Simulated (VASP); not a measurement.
# Sn4O7 (a cell with a defect) in VASP: single point with LDA

Aim: the single point of Sn4O7 (a cell with a defect) with LDA.

Everything below comes from runs of VASP 6.6.1. Logs are shortened: lines on timing, memory, paths and dates and some standing lists are left out, and cuts for length are marked.

**1. The cell of the first run**

The cell holds a defect, 11 atoms: a = 5.614 Å, b = 5.614 Å, c = 5.811 Å, α = 90.00°, β = 118.88°, γ = 90.00°.

**2. Single point, LDA**

Input file INCAR:

```
PREC = Accurate
ENCUT = 520
EDIFF = 1E-6
ISMEAR = 0
SIGMA = 0.05
LREAL = False
LASPH = True
NELM = 60
ALGO = Normal
ISIF = 2
LWAVE = False
LCHARG = False
GGA = CA
NELECT = 96.0
NBANDS = 60
```

Input file KPOINTS:

```
regular mesh
0
Gamma
  6 4 6
```

Input file POSCAR:

```
Sn4O7
1.0
    3.9697699592     -3.9697699592      0.0000000000
    3.9697699592      3.9697699592      0.0000000000
   -1.9848849796      1.9848849796      5.0882634188
Sn O
4 7
Direct
    1.0000000000      0.2500000000      0.5000000000
    0.5000000000      0.7500000000      0.5000000000
    0.5000000000      0.5000000000      0.0000000000
    0.0000000000      0.0000000000      0.0000000000
    0.7970126936      0.0000000000      0.5940253873
    0.2029873064      0.2500000000      0.9059746127
    0.7029873064      0.7500000000      0.9059746127
    0.7029873064      0.5000000000      0.4059746127
    0.2029873064      0.0000000000      0.4059746127
    0.7970126936      0.2500000000      0.0940253873
    0.2970126936      0.7500000000      0.0940253873
```

Potentials or basis: VASP PAW LDA potentials, release 64 (Sn_d, O).

Launch:

```
cat potpaw_LDA.64/Sn_d/POTCAR potpaw_LDA.64/O/POTCAR > POTCAR
mpirun -np 1 vasp_std > vasp.out
```

OUTCAR:

```text
PREC = Accurate
   ENCUT = 520
   EDIFF = 1E-6
   ISMEAR = 0
   LREAL = False
   LASPH = True
   NELM = 60
   ISIF = 2
   GGA = CA
   NELECT = 96.0

 ion  position               nearest neighbor table
   1  0.000  0.250  0.500-   8 2.04   5 2.04   9 2.04   6 2.07  10 2.07   3 3.23   3 3.23   4 3.23
                             4 3.23
   2  0.500  0.750  0.500-   5 2.04   9 2.04   8 2.04   7 2.07  11 2.07   4 3.23   4 3.23   3 3.23
                             3 3.23
   3  0.500  0.500  0.000-   6 2.04  10 2.04   7 2.04  11 2.04   8 2.07   1 3.23   1 3.23   2 3.23
                             2 3.23
   4  0.000  0.000  0.000-   7 2.04  11 2.04  10 2.04   6 2.04   5 2.07   9 2.07   2 3.23   2 3.23
                             1 3.23   1 3.23
   5  0.797  0.000  0.594-   2 2.04   1 2.04   4 2.07
   6  0.203  0.250  0.906-   3 2.04   4 2.04   1 2.07
   7  0.703  0.750  0.906-   4 2.04   3 2.04   2 2.07
   8  0.703  0.500  0.406-   1 2.04   2 2.04   3 2.07
   9  0.203  0.000  0.406-   2 2.04   1 2.04   4 2.07
  10  0.797  0.250  0.094-   3 2.04   4 2.04   1 2.07
  11  0.297  0.750  0.094-   4 2.04   3 2.04   2 2.07

  LATTYP: Found a base centered orthorhombic cell.
 ALAT       =     5.6141025158
 B/A-ratio  =     1.8126720716
 C/A-ratio  =     1.0000000000

  Lattice vectors:

 A1 = (  -1.9848849796,   1.9848849796,  -5.0882634188)
 A2 = (  -1.9848849796,   1.9848849796,   5.0882634188)
 A3 = (   3.9697699592,   3.9697699592,   0.0000000000)

Analysis of symmetry for initial positions (statically):
=====================================================================
 Subroutine PRICEL returns:
 Original cell was already a primitive cell.

 Routine SETGRP: Setting up the symmetry group for a
 base centered orthorhombic supercell.

 Subroutine GETGRP returns: Found  2 space group operations
 (whereof  2 operations were pure point group operations)
 out of a pool of  8 trial point group operations.

The static configuration has the point symmetry C_2 .

Analysis of symmetry for dynamics (positions and initial velocities):
=====================================================================
 Subroutine PRICEL returns:
 Original cell was already a primitive cell.

 Routine SETGRP: Setting up the symmetry group for a
 base centered orthorhombic supercell.

 Subroutine GETGRP returns: Found  2 space group operations
 (whereof  2 operations were pure point group operations)
 out of a pool of  8 trial point group operations.

The dynamic configuration has the point symmetry C_2 .

 Subroutine INISYM returns: Found  2 space group operations
 (whereof  2 operations are pure point group operations),
 and found     1 'primitive' translations

----------------------------------------------------------------------------------------

                                     Primitive cell

  volume of cell :     160.3726

  direct lattice vectors                    reciprocal lattice vectors
     3.969769959 -3.969769959  0.000000000     0.125951883 -0.125951883  0.098265353
     3.969769959  3.969769959  0.000000000     0.125951883  0.125951883  0.000000000
    -1.984884980  1.984884980  5.088263419     0.000000000  0.000000000  0.196530706

  length of vectors
     5.614102516  5.614102516  5.811192768     0.203430167  0.178122861  0.196530706

  position of ions in fractional coordinates (direct lattice)
     0.000000000  0.250000000  0.500000000
     0.500000000  0.750000000  0.500000000
     0.500000000  0.500000000  0.000000000
     0.000000000  0.000000000  0.000000000
     0.797012694  0.000000000  0.594025387
     0.202987306  0.250000000  0.905974613
     0.702987306  0.750000000  0.905974613
     0.702987306  0.500000000  0.405974613
     0.202987306  0.000000000  0.405974613
     0.797012694  0.250000000  0.094025387
     0.297012694  0.750000000  0.094025387

  ion indices of the primitive-cell ions
   primitive index   ion index
                 1           1
                 2           2
                 3           3
                 4           4
                 5           5
                 6           6
                 7           7
                 8           8
                 9           9
                10          10
                11          11

----------------------------------------------------------------------------------------

 KPOINTS: regular mesh

Automatic generation of k-mesh.
 Grid dimensions read from file:
 generate k-points for:    6    4    6

 Generating k-lattice:

  Cartesian coordinates                     Fractional coordinates (reciprocal lattice)
     0.020991980 -0.020991980  0.016377559     0.166666667  0.000000000  0.000000000
     0.031487971  0.031487971  0.000000000     0.000000000  0.250000000  0.000000000
     0.000000000  0.000000000  0.032755118     0.000000000  0.000000000  0.166666667

  Length of vectors
     0.033905028  0.044530715  0.032755118

  Shift w.r.t. Gamma in fractional coordinates (k-lattice)
     0.000000000  0.000000000  0.000000000

 Subroutine IBZKPT returns following result:
 ===========================================

 Found     47 irreducible k-points:

 Following reciprocal coordinates:
            Coordinates               Weight
  0.000000  0.000000  0.000000      1.000000
  0.166667  0.000000  0.000000      4.000000
  0.333333  0.000000  0.000000      4.000000
  0.500000  0.000000  0.000000      2.000000
  0.000000  0.250000  0.000000      2.000000
  0.166667  0.250000  0.000000      4.000000
[... 16 lines left out ...]
  0.333333  0.250000  0.166667      4.000000
 -0.333333  0.250000 -0.166667      4.000000
 [... further k-points ...]
   k-points           NKPTS =     47   k-points in BZ     NKDIM =     47   number of bands    NBANDS=     60
   number of dos      NEDOS =    301   number of ions     NIONS =     11
   total plane-waves  NPLWV =  84672
   dimension x,y,z NGX =    42 NGY =   42 NGZ =   48
   dimension x,y,z NGXF=    84 NGYF=   84 NGZF=   96
   ions per type =               4   7
   NGX,Y,Z   is equivalent  to a cutoff of  12.44, 12.44, 13.73 a.u.
   NGXF,Y,Z  is equivalent  to a cutoff of  24.87, 24.87, 27.46 a.u.
 SYSTEM =  unknown system
   PREC   = accura    normal or accurate (medium, high low for compatibility)
   ISTART =      0    job   : 0-new  1-cont  2-samecut
   ICHARG =      2    charge: 1-file 2-atom 10-const
   ISPIN  =      1    spin polarized calculation?
   LNONCOLLINEAR =      F non collinear calculations
   LSORBIT =      F    spin-orbit coupling
   LASPH  =      T    aspherical Exc in radial PAW
   ENCUT  =  520.0 eV  38.22 Ry    6.18 a.u.  10.44 10.44 10.80*2*pi/ulx,y,z
   NELM   =     60;   NELMIN=  2; NELMDL= -5     # of ELM steps
   EDIFF  = 0.1E-05   stopping-criterion for ELM
   LREAL  =      F    real-space projection
   EDIFFG = 0.1E-04   stopping-criterion for IOM
   NSW    =      0    number of steps for IOM
   IBRION =     -1    ionic relax: 0-MD 1-quasi-New 2-CG
   NFREE  =      0    steps in history (QN), initial steepest desc. (CG)
   ISIF   =      2    stress and relaxation
   ISYM   =      2    0-nonsym 1-usesym 2-fastsym
   POTIM  = 0.5000    time-step for ionic-motion
   TEBEG  =    0.0;   TEEND  =   0.0 temperature during run
   PSTRESS=    0.0 pullay stress
   NELECT =      96.0000    total number of electrons
   NUPDOWN=      -1.0000    fix difference up-down
   EMIN   =  10.00;   EMAX   =-10.00  energy-range for DOS
   EFERMI =   0.00;   METHOD = LEGACY
   ISMEAR =     0;   SIGMA  =   0.05  broadening in eV -4-tet -1-fermi 0-gaus
   EFERMI_NEDOS =   21; number of points for ismear=-14 and -15
   IALGO  =     38    algorithm
   IMIX   =      4    mixing-type and parameters
     AMIX     =   0.40;   BMIX     =  1.00
     AMIX_MAG =   1.60;   BMIX_MAG =  1.00
  volume/ion in A,a.u.               =      14.58        98.39
  Fermi-wavevector in a.u.,A,eV,Ry     =   1.379712  2.607278 25.900127  1.903606
  Thomas-Fermi vector in A             =   2.504656
   LORBIT       =      0    0 simple, 1 ext, 2 COOP (PROOUT), +10 PAW based schemes
   GGA     = CA    functional components
   LHFCALC =     F    Hartree Fock is set to
   AEXX    =    0.0000 exact exchange contribution
   IVDW    =     0    specifies the selected vdW correction
   LEPSILON=     F    determine dielectric tensor
   LRPA    =     F    only Hartree local field effects (RPA)
 non-spin polarized calculation
 Gauss-broadening in eV      SIGMA  =   0.05
  energy-cutoff  :      520.00
  volume of cell :      160.37
 maximum number of plane-waves:      4352
 NGX is ok and might be reduce to    42
   NGX = 21   NGY = 21   NGZ = 21

 number of electron      96.0000004 magnetization

 Free energy of the ion-electron system (eV)
  ---------------------------------------------------
  ext. energy  EPLUGINS =         0.00000000
  ---------------------------------------------------
  free energy    TOTEN  =       -83.85923801 eV

  energy without entropy =      -83.85831096  energy(sigma->0) =      -83.85877449

 E-fermi :   3.7109     XC(G=0): -10.4738

 val. band max:        3.6736688771   @ k =   0.0000   0.0000   0.3333
 cond. band min:       3.9751685595   @ k =   0.1667   0.0000   0.0000
 fundamental gap:      0.3014996824
 Fermi energy:         3.7108558618

 k-point     1 :       0.0000    0.0000    0.0000
  band No.  band energies     occupation
      1     -16.8218      2.00000
      2     -16.6149      2.00000
      3     -16.5842      2.00000
      4     -16.5165      2.00000
      5     -16.3235      2.00000
      6     -16.1521      2.00000
[... 52 lines left out ...]
     59      13.5892      0.00000
     60      13.7151      0.00000

 k-point     2 :       0.1667    0.0000    0.0000
  band No.  band energies     occupation
      1     -16.8160      2.00000
      2     -16.6275      2.00000
      3     -16.5572      2.00000
      4     -16.5113      2.00000
      5     -16.3557      2.00000
      6     -16.1658      2.00000
[... 1375 lines left out ...]
     59      13.5653      0.00000
     60      13.9572      0.00000

 k-point    24 :      -0.3333    0.2500   -0.1667
  band No.  band energies     occupation
      1     -16.8367      2.00000
      2     -16.6784      2.00000
      3     -16.5535      2.00000
      4     -16.4854      2.00000
      5     -16.3061      2.00000
      6     -16.2299      2.00000
[... 52 lines left out ...]
     59      13.5091      0.00000
     60      13.9266      0.00000

 [... further k-points ...]
[... 5 lines left out ...]
  --------------------------------------------------------------------------------------
  -------------------------------------------------------------------------------------
  Total      -22.2465022    -25.0324127    -22.3989002      0.1368694      0.0000000      0.0000000
  in kB     -222.2501466   -250.0823423   -223.7726541      1.3673717      0.0000000      0.0000000
  external PRESSURE =    -232.0350476 kB  Pullay stress =       0.0000000 kB

 VOLUME and BASIS-vectors are now :
 -----------------------------------------------------------------------------
  energy-cutoff  :      520.00
  volume of cell :      160.37
      direct lattice vectors                 reciprocal lattice vectors
     3.969769959 -3.969769959  0.000000000     0.125951883 -0.125951883  0.098265353
     3.969769959  3.969769959  0.000000000     0.125951883  0.125951883  0.000000000
    -1.984884980  1.984884980  5.088263419     0.000000000  0.000000000  0.196530706

 POSITION                                       TOTAL-FORCE (eV/Angst)
 -----------------------------------------------------------------------------------
      0.00000      1.98488      2.54413        -3.113124      0.114209     -0.301710
      3.96977      1.98488      2.54413         3.113124     -0.114209     -0.301710
      3.96977      0.00000      0.00000        -0.000000      0.000000      2.629453
      0.00000      0.00000      0.00000        -0.000000      0.000000     -0.553071
      1.98488     -1.98488      3.02256        -0.000000      0.000000      0.296733
      0.00000      1.98488      4.60984         2.464956     -0.019214     -1.305072
      3.96977      1.98488      4.60984        -2.464956      0.019214     -1.305072
      3.96977     -0.00000      2.06571        -0.000000      0.000000      0.297251
      0.00000     -0.00000      2.06571        -0.000000      0.000000      0.321453
      3.96977     -1.98488      0.47843         0.257681      0.039805      0.110872
      3.96977      1.98488      0.47843        -0.257681     -0.039805      0.110872
 -----------------------------------------------------------------------------------
    total drift:                                0.000002     -0.000004      0.000474

  FREE ENERGIE OF THE ION-ELECTRON SYSTEM (eV)
  ---------------------------------------------------
  free  energy   TOTEN  =       -83.8592380113 eV

  energy  without entropy=      -83.8583109592  energy(sigma->0) =      -83.85877449
```

Wall time 13 min (1 thread of Intel Xeon 8259CL, shared host); peak memory 0.44 GiB.

Results:

- Free energy: -83.8592 eV
- Largest force: 3.130 eV/Å

Forces in eV/Å, atoms in the order of the input:
```
Sn  -3.113  0.114 -0.302
Sn   3.113 -0.114 -0.302
Sn   0.000  0.000  2.629
Sn   0.000  0.000 -0.553
O    0.000  0.000  0.297
O    2.465 -0.019 -1.305
O   -2.465  0.019 -1.305
O    0.000  0.000  0.297
O    0.000  0.000  0.321
O    0.258  0.040  0.111
O   -0.258 -0.040  0.111
```

Caveat: the cell carries a net charge on a neutralising background, which shifts energy and pressure; the cell differs from its parent crystal (atoms taken out, atom 6 moved 0.000 of the way to it and -0.000 Å across, host rigid); the cell is charged against a uniform background, so pressure and absolute levels hang on convention; spin-orbit coupling is left out, which moves the levels of the heavy elements.
